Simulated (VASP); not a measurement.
A run of VASP 6.6.1 is set up as follows.

The input INCAR:

```
ALGO     = Normal         # electronic algorithm
EDIFF    = 1E-6           # SCF threshold, eV
ENCUT    = 520            # plane-wave cutoff, eV
GGA      = PE             # functional
ISIF     = 2              # what is computed and relaxed
ISMEAR   = 0              # smearing method
LASPH    = True           # aspherical terms in the spheres
LCHARG   = True           # write CHGCAR
LELF     = True           # ELF
LREAL    = Auto         
LVHAR    = True         
LWAVE    = False          # write WAVECAR
NBANDS   = 79             # bands
NELECT   = 134.0        
NELM     = 60             # most SCF steps
PREC     = Accurate       # precision mode
SIGMA    = 0.02           # smearing width, eV
```

File KPOINTS:

```
k-points
0
Gamma
  2 2 2
```

The input POSCAR:

```
Zn7Se8
1.0
    0.0000000000      5.7317611763     -5.7317611763
    5.7317611763      5.7317611763      0.0000000000
    5.7317611763      0.0000000000     -5.7317611763
Zn Se
7 8
Direct
    0.5138910903      0.0987774931      0.0138917163
    0.9792721342      0.5003156817     -0.0150979773
    1.0445137744     -0.0052281487     -0.0128701280
    0.4849026180      0.5003155072      0.4792717134
    0.4871300311     -0.0052284104      0.5445141387
    1.0120787174      0.4805808224      0.5120786456
    0.9989718385      0.0021668733      0.4989719411
    0.3801534001      0.3626278967      0.3536482833
    0.3788666229      0.8910128742      0.3716498184
    0.8663078149      0.3809971199      0.3663073941
    0.8805201132      0.8644173837      0.3805200414
    0.3458733606      0.4360261049      0.8458730835
    0.4022208758      0.8645777184      0.9022212966
    0.8536482679      0.3626281584      0.8801532103
    0.8716493668      0.8910130487      0.8788666947
```

Potentials or basis: VASP PAW PBE potentials, release 64 (Zn, Se).

Launch:

```console
$ cat potpaw_PBE.64/Zn/POTCAR potpaw_PBE.64/Se/POTCAR > POTCAR
$ mpirun -np 1 vasp_std > vasp.out
```

**Question.** What does it give for the largest force?

**Answer.** 1.062 eV/Å.

Forces in eV/Å, atoms in the order of the input:
```
Zn  -0.713 -0.713  0.331
Zn  -0.088 -0.005 -0.045
Zn   0.117  0.077  0.008
Zn  -0.005 -0.088 -0.045
Zn   0.077  0.117  0.008
Zn   0.032  0.032 -0.061
Zn   0.019  0.019  0.071
Se   0.050  0.069  0.031
Se   0.049 -0.058 -0.081
Se   0.025  0.025 -0.021
Se   0.013  0.013  0.036
Se   0.265  0.265 -0.125
Se   0.148  0.148 -0.057
Se   0.069  0.050  0.031
Se  -0.058  0.049 -0.081
```

Caveat: the k points lie up to 0.47 Å⁻¹ apart; the cell carries a net charge on a neutralising background, which shifts energy and pressure.
